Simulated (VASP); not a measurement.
# ZnIr2O4 (Fd-3m) in VASP: single point with PBEsol

Aim: the single point of ZnIr2O4 with PBEsol.

Program: VASP 6.6.1. These are calculated values, not measurements. Logs are shortened: lines on timing, memory, paths and dates and some standing lists are left out, and cuts for length are marked.

## (1) The cell of the first run

Symmetry: Fd-3m, No. 227, cubic system. Conventional cell: a = 8.611 Å, b = 8.611 Å, c = 8.611 Å, α = 90.00°, β = 90.00°, γ = 90.00°. Within 2.7 Å of Zn (site symmetry -43m) lie 4 O at 2.03 Å. Within 2.7 Å of Ir (site symmetry -3m) lie 6 O at 2.06 Å. Within 2.8 Å of O (site symmetry 3m) lie 1 Zn at 2.03 Å and 3 Ir at 2.06 Å and 3 O at 2.77 Å.

## (2) Single point, PBEsol

INCAR reads:

```
SYSTEM = ZnIr2O4
PREC = Accurate
ENCUT = 520
EDIFF = 1E-6
ISMEAR = 0
SIGMA = 0.02
LREAL = .False.
LASPH = .True.
NELM = 100
ALGO = Normal
ISIF = 2
LWAVE = .False.
LCHARG = .False.
GGA = PS
NBANDS = 67
```

KPOINTS reads:

```
Automatic mesh
0
Gamma
  8 8 8
  0 0 0
```

POSCAR reads:

```
ZnIr2O4
1.0
    0.0000000000      4.3056975748      4.3056975748
    4.3056975748      0.0000000000      4.3056975748
    4.3056975748      4.3056975748      0.0000000000
Zn Ir O
2 4 8
Direct
    0.7500000000      0.7500000000      0.7500000000
    0.5000000000      0.5000000000      0.5000000000
    0.1250000000      0.1250000000      0.6250000000
    0.1250000000      0.6250000000      0.1250000000
    0.6250000000      0.1250000000      0.1250000000
    0.1250000000      0.1250000000      0.1250000000
    0.3637798055      0.3637798055      0.9086605835
    0.3637798055      0.9086605835      0.3637798055
    0.9086605835      0.3637798055      0.3637798055
    0.3637798055      0.3637798055      0.3637798055
    0.8862201945      0.8862201945      0.3413394165
    0.8862201945      0.3413394165      0.8862201945
    0.3413394165      0.8862201945      0.8862201945
    0.8862201945      0.8862201945      0.8862201945
```

Potentials or basis: VASP PAW PBE potentials, release 64 (Zn, Ir, O).

On the command line:

```console
> cat potpaw_PBE.64/Zn/POTCAR potpaw_PBE.64/Ir/POTCAR potpaw_PBE.64/O/POTCAR > POTCAR
> mpirun -np 1 vasp_std > vasp.out
```

OUTCAR:

```text
SYSTEM = ZnIr2O4
   PREC = Accurate
   ENCUT = 520
   EDIFF = 1E-6
   ISMEAR = 0
   LREAL = .False.
   LASPH = .True.
   NELM = 100
   ISIF = 2
   GGA = PS

 ion  position               nearest neighbor table
   1  0.750  0.750  0.750-  14 2.03  12 2.03  13 2.03  11 2.03
   2  0.500  0.500  0.500-  10 2.03   8 2.03   9 2.03   7 2.03
   3  0.125  0.125  0.625-   8 2.06   9 2.06  12 2.06  13 2.06  10 2.06  14 2.06   6 3.04   4 3.04
                             5 3.04   6 3.04   4 3.04   5 3.04
   4  0.125  0.625  0.125-   7 2.06   9 2.06  11 2.06  13 2.06  10 2.06  14 2.06   6 3.04   3 3.04
                             3 3.04   5 3.04   6 3.04   5 3.04
   5  0.625  0.125  0.125-   7 2.06   8 2.06  11 2.06  12 2.06  10 2.06  14 2.06   6 3.04   3 3.04
                             4 3.04   3 3.04   4 3.04   6 3.04
   6  0.125  0.125  0.125-   7 2.06   8 2.06   9 2.06  11 2.06  12 2.06  13 2.06   3 3.04   4 3.04
                             5 3.04   3 3.04   4 3.04   5 3.04
   7  0.364  0.364  0.909-   2 2.03   4 2.06   5 2.06   6 2.06
   8  0.364  0.909  0.364-   2 2.03   3 2.06   5 2.06   6 2.06
   9  0.909  0.364  0.364-   2 2.03   3 2.06   4 2.06   6 2.06
  10  0.364  0.364  0.364-   2 2.03   3 2.06   4 2.06   5 2.06
  11  0.886  0.886  0.341-   1 2.03   4 2.06   5 2.06   6 2.06
  12  0.886  0.341  0.886-   1 2.03   3 2.06   5 2.06   6 2.06
  13  0.341  0.886  0.886-   1 2.03   3 2.06   4 2.06   6 2.06
  14  0.886  0.886  0.886-   1 2.03   3 2.06   4 2.06   5 2.06

  LATTYP: Found a face centered cubic cell.
 ALAT       =     8.6113951496

  Lattice vectors:

 A1 = (   0.0000000000,   4.3056975748,   4.3056975748)
 A2 = (   4.3056975748,   0.0000000000,   4.3056975748)
 A3 = (   4.3056975748,   4.3056975748,   0.0000000000)

Analysis of symmetry for initial positions (statically):
=====================================================================
 Subroutine PRICEL returns:
 Original cell was already a primitive cell.

 Routine SETGRP: Setting up the symmetry group for a
 face centered cubic supercell.

 Subroutine GETGRP returns: Found 48 space group operations
 (whereof 24 operations were pure point group operations)
 out of a pool of 48 trial point group operations.

The static configuration has the point symmetry T_d .
 The point group associated with its full space group is O_h .

Analysis of symmetry for dynamics (positions and initial velocities):
=====================================================================
 Subroutine PRICEL returns:
 Original cell was already a primitive cell.

 Routine SETGRP: Setting up the symmetry group for a
 face centered cubic supercell.

 Subroutine GETGRP returns: Found 48 space group operations
 (whereof 24 operations were pure point group operations)
 out of a pool of 48 trial point group operations.

The dynamic configuration has the point symmetry T_d .
 The point group associated with its full space group is O_h .

 Subroutine INISYM returns: Found 48 space group operations
 (whereof 24 operations are pure point group operations),
 and found     1 'primitive' translations

----------------------------------------------------------------------------------------

                                     Primitive cell

  volume of cell :     159.6469

  direct lattice vectors                    reciprocal lattice vectors
     0.000000000  4.305697575  4.305697575    -0.116125202  0.116125202  0.116125202
     4.305697575  0.000000000  4.305697575     0.116125202 -0.116125202  0.116125202
     4.305697575  4.305697575  0.000000000     0.116125202  0.116125202 -0.116125202

  length of vectors
     6.089175906  6.089175906  6.089175906     0.201134750  0.201134750  0.201134750

  position of ions in fractional coordinates (direct lattice)
     0.750000000  0.750000000  0.750000000
     0.500000000  0.500000000  0.500000000
     0.125000000  0.125000000  0.625000000
     0.125000000  0.625000000  0.125000000
     0.625000000  0.125000000  0.125000000
     0.125000000  0.125000000  0.125000000
     0.363779806  0.363779806  0.908660584
     0.363779806  0.908660584  0.363779806
     0.908660584  0.363779806  0.363779806
     0.363779806  0.363779806  0.363779806
     0.886220194  0.886220194  0.341339416
     0.886220194  0.341339416  0.886220194
     0.341339416  0.886220194  0.886220194
     0.886220194  0.886220194  0.886220194

[... 31 lines left out ...]

  Length of vectors
     0.025141844  0.025141844  0.025141844

  Shift w.r.t. Gamma in fractional coordinates (k-lattice)
     0.000000000  0.000000000  0.000000000

 Subroutine IBZKPT returns following result:
 ===========================================

 Found     29 irreducible k-points:

 Following reciprocal coordinates:
            Coordinates               Weight
  0.000000  0.000000  0.000000      1.000000
  0.125000  0.000000  0.000000      8.000000
  0.250000  0.000000  0.000000      8.000000
  0.375000  0.000000  0.000000      8.000000
  0.500000  0.000000  0.000000      4.000000
  0.125000  0.125000  0.000000      6.000000
[... 16 lines left out ...]
  0.500000  0.250000  0.125000     48.000000
 -0.375000  0.250000  0.125000     24.000000
 [... further k-points ...]
   k-points           NKPTS =     29   k-points in BZ     NKDIM =     29   number of bands    NBANDS=     67
   number of dos      NEDOS =    301   number of ions     NIONS =     14
   total plane-waves  NPLWV = 110592
   dimension x,y,z NGX =    48 NGY =   48 NGZ =   48
   dimension x,y,z NGXF=    96 NGYF=   96 NGZF=   96
   ions per type =               2   4   8
   NGX,Y,Z   is equivalent  to a cutoff of  13.10, 13.10, 13.10 a.u.
   NGXF,Y,Z  is equivalent  to a cutoff of  26.21, 26.21, 26.21 a.u.
 SYSTEM =  ZnIr2O4
   PREC   = accura    normal or accurate (medium, high low for compatibility)
   ISTART =      0    job   : 0-new  1-cont  2-samecut
   ICHARG =      2    charge: 1-file 2-atom 10-const
   ISPIN  =      1    spin polarized calculation?
   LNONCOLLINEAR =      F non collinear calculations
   LSORBIT =      F    spin-orbit coupling
   LASPH  =      T    aspherical Exc in radial PAW
   ENCUT  =  520.0 eV  38.22 Ry    6.18 a.u.  11.32 11.32 11.32*2*pi/ulx,y,z
   NELM   =    100;   NELMIN=  2; NELMDL= -5     # of ELM steps
   EDIFF  = 0.1E-05   stopping-criterion for ELM
   LREAL  =      F    real-space projection
   EDIFFG = 0.1E-04   stopping-criterion for IOM
   NSW    =      0    number of steps for IOM
   IBRION =     -1    ionic relax: 0-MD 1-quasi-New 2-CG
   NFREE  =      0    steps in history (QN), initial steepest desc. (CG)
   ISIF   =      2    stress and relaxation
   ISYM   =      2    0-nonsym 1-usesym 2-fastsym
   POTIM  = 0.5000    time-step for ionic-motion
   TEBEG  =    0.0;   TEEND  =   0.0 temperature during run
   PSTRESS=    0.0 pullay stress
   NELECT =     108.0000    total number of electrons
   NUPDOWN=      -1.0000    fix difference up-down
   EMIN   =  10.00;   EMAX   =-10.00  energy-range for DOS
   EFERMI =   0.00;   METHOD = LEGACY
   ISMEAR =     0;   SIGMA  =   0.02  broadening in eV -4-tet -1-fermi 0-gaus
   EFERMI_NEDOS =   21; number of points for ismear=-14 and -15
   IALGO  =     38    algorithm
   IMIX   =      4    mixing-type and parameters
     AMIX     =   0.40;   BMIX     =  1.00
     AMIX_MAG =   1.60;   BMIX_MAG =  1.00
  volume/ion in A,a.u.               =      11.40        76.95
  Fermi-wavevector in a.u.,A,eV,Ry     =   1.437129  2.715781 28.100672  2.065341
  Thomas-Fermi vector in A             =   2.556241
   LORBIT       =      0    0 simple, 1 ext, 2 COOP (PROOUT), +10 PAW based schemes
   GGA     = PS    functional components
   LHFCALC =     F    Hartree Fock is set to
   AEXX    =    0.0000 exact exchange contribution
   IVDW    =     0    specifies the selected vdW correction
   LEPSILON=     F    determine dielectric tensor
   LRPA    =     F    only Hartree local field effects (RPA)
 non-spin polarized calculation
 Gauss-broadening in eV      SIGMA  =   0.02
  energy-cutoff  :      520.00
  volume of cell :      159.65
 maximum number of plane-waves:      4336
 NGX is ok and might be reduce to    48
   NGX = 23   NGY = 23   NGZ = 23

 number of electron     108.0000017 magnetization

 Free energy of the ion-electron system (eV)
  ---------------------------------------------------
  ext. energy  EPLUGINS =         0.00000000
  ---------------------------------------------------
  free energy    TOTEN  =       -93.46624878 eV

  energy without entropy =      -93.46624878  energy(sigma->0) =      -93.46624878

 E-fermi :   5.6203     XC(G=0): -11.9840

 val. band max:        5.5141211942   @ k =   0.5000   0.5000   0.0000
 cond. band min:       6.0153569600   @ k =   0.0000   0.0000   0.0000
 fundamental gap:      0.5012357658
 Fermi energy:         5.6202733617

 k-point     1 :       0.0000    0.0000    0.0000
  band No.  band energies     occupation
      1     -15.4686      2.00000
      2     -14.4411      2.00000
      3     -14.4411      2.00000
      4     -14.4411      2.00000
      5     -14.0482      2.00000
      6     -13.8710      2.00000
[... 1645 lines left out ...]
     65      10.8992      0.00000
     66      11.5226      0.00000

 [... further k-points ...]

 [bands above 66 left out]

------------------------ aborting loop because EDIFF is reached ----------------------------------------

  FORCE on cell =-STRESS in cart. coord.  units (eV):
  Direction    XX          YY          ZZ          XY          YZ          ZX
  --------------------------------------------------------------------------------------
  -------------------------------------------------------------------------------------
  Total        1.9243552      1.9243552      1.9243552      0.0000000      0.0000000     -0.0000000
  in kB       19.3123560     19.3123560     19.3123560      0.0000000      0.0000000     -0.0000000
  external PRESSURE =      19.3123560 kB  Pullay stress =       0.0000000 kB

 VOLUME and BASIS-vectors are now :
 -----------------------------------------------------------------------------
  energy-cutoff  :      520.00
  volume of cell :      159.65
      direct lattice vectors                 reciprocal lattice vectors
     0.000000000  4.305697575  4.305697575    -0.116125202  0.116125202  0.116125202
     4.305697575  0.000000000  4.305697575     0.116125202 -0.116125202  0.116125202
     4.305697575  4.305697575  0.000000000     0.116125202  0.116125202 -0.116125202

 POSITION                                       TOTAL-FORCE (eV/Angst)
 -----------------------------------------------------------------------------------
      6.45855      6.45855      6.45855        -0.000000      0.000000     -0.000000
      4.30570      4.30570      4.30570        -0.000000      0.000000     -0.000000
      3.22927      3.22927      1.07642        -0.000000      0.000000     -0.000000
      3.22927      1.07642      3.22927        -0.000000      0.000000     -0.000000
      1.07642      3.22927      3.22927        -0.000000      0.000000     -0.000000
      1.07642      1.07642      1.07642        -0.000000      0.000000     -0.000000
      5.47874      5.47874      3.13265        -0.068877     -0.068877      0.068877
      5.47874      3.13265      5.47874        -0.068877      0.068877     -0.068877
      3.13265      5.47874      5.47874         0.068877     -0.068877     -0.068877
      3.13265      3.13265      3.13265         0.068877      0.068877      0.068877
      5.28550      5.28550      7.63159         0.068877      0.068877     -0.068877
      5.28550      7.63159      5.28550         0.068877     -0.068877      0.068877
      7.63159      5.28550      5.28550        -0.068877      0.068877      0.068877
      7.63159      7.63159      7.63159        -0.068877     -0.068877     -0.068877
 -----------------------------------------------------------------------------------
    total drift:                               -0.000000     -0.000000      0.000000

  FREE ENERGIE OF THE ION-ELECTRON SYSTEM (eV)
  ---------------------------------------------------
  free  energy   TOTEN  =       -93.4662487795 eV

  energy  without entropy=      -93.4662487795  energy(sigma->0) =      -93.46624878
```

Run time: 7.3 min. Hardware: 1 thread of AMD EPYC 7R43 (Zen 3), shared host; peak memory 0.43 GiB.

Results:

```yaml
Free_energy: -93.4662 eV
Pressure: 1.9 GPa
Largest_force: 0.119 eV/Å
Band_gap_on_the_k_mesh: 0.50 eV (least direct gap 0.59 eV)
```

Forces in eV/Å, atoms in the order of the input:
```
Zn   0.000  0.000  0.000
Zn   0.000  0.000  0.000
Ir   0.000  0.000  0.000
Ir   0.000  0.000  0.000
Ir   0.000  0.000  0.000
Ir   0.000  0.000  0.000
O   -0.069 -0.069  0.069
O   -0.069  0.069 -0.069
O    0.069 -0.069 -0.069
O    0.069  0.069  0.069
O    0.069  0.069 -0.069
O    0.069 -0.069  0.069
O   -0.069  0.069  0.069
O   -0.069 -0.069 -0.069
```

Caveat: the PAW data sets were made with another functional, which shifts forces and pressure a little; spin-orbit coupling is left out, which moves the levels of the heavy elements. A k mesh can miss the band edges.
